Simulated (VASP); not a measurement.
## Ta2N: single point with PBEsol

Crystal: Ta2N.

```
Ta N
1.0
     3.05669    0.00000    0.00000
    -1.52835    2.64717    0.00000
     0.00000    0.00000    5.08787
Ta N
2 1
Cartesian
  1.5283 0.8824 3.7974
  0.0000 1.7648 1.2904
  0.0000 0.0000 0.0000
```

| Item | Value |
| --- | --- |
| Program | VASP 6.6.1 |
| Task | single point |
| Functional | PBEsol |
| Potentials or basis | VASP PAW PBE potentials, release 64 (Ta_pv, N) |
| Cutoff | 520 eV |
| k mesh | 18 × 18 × 10 |
| Occupations | gaussian, width 0.15 eV |
| Spin | no spin polarisation |
| Dipole correction | no |
| Further INCAR settings | ALGO = Normal; EDIFF = 1e-06; NBANDS = 20 |

- Pressure: -10.1 GPa
- Largest force: 0.209 eV/Å
- Band gap on the k mesh: zero (an odd number of electrons rules out a gap without spin polarisation)

Forces on the atoms (eV/Å):
```
Ta   0.000  0.000 -0.209
Ta   0.000  0.000  0.209
N    0.000  0.000  0.000
```

Stress tensor (GPa, compression positive):
```
 -6.38   0.00   0.00
  0.00  -6.38   0.00
  0.00   0.00 -17.55
```

Levels at points of the mesh, in eV from the Fermi level:
```
           k point  band 11  band 12  band 13  band 14  band 15  band 16
(0.00, 0.00, 0.00)    -5.03    -1.16    -0.22    -0.22     0.26     0.73
(0.50, 0.00, 0.00)    -4.49    -2.39    -1.21     1.04     2.40     3.81
(0.00, 0.00, 0.50)    -3.21    -2.85    -0.84    -0.84     1.46     2.12
(0.50, 0.00, 0.50)    -3.46    -2.00    -1.98    -0.47     1.00     3.73
```

It took 4.7 min on 1 thread of Intel Xeon 8259CL, on a shared host, peak memory 0.36 GiB.

Caveat: the stress differs along the axes, from -18 to -6 GPa; the PAW data sets were made with another functional, which shifts forces and pressure a little; spin-orbit coupling is left out, which moves the levels of the heavy elements.
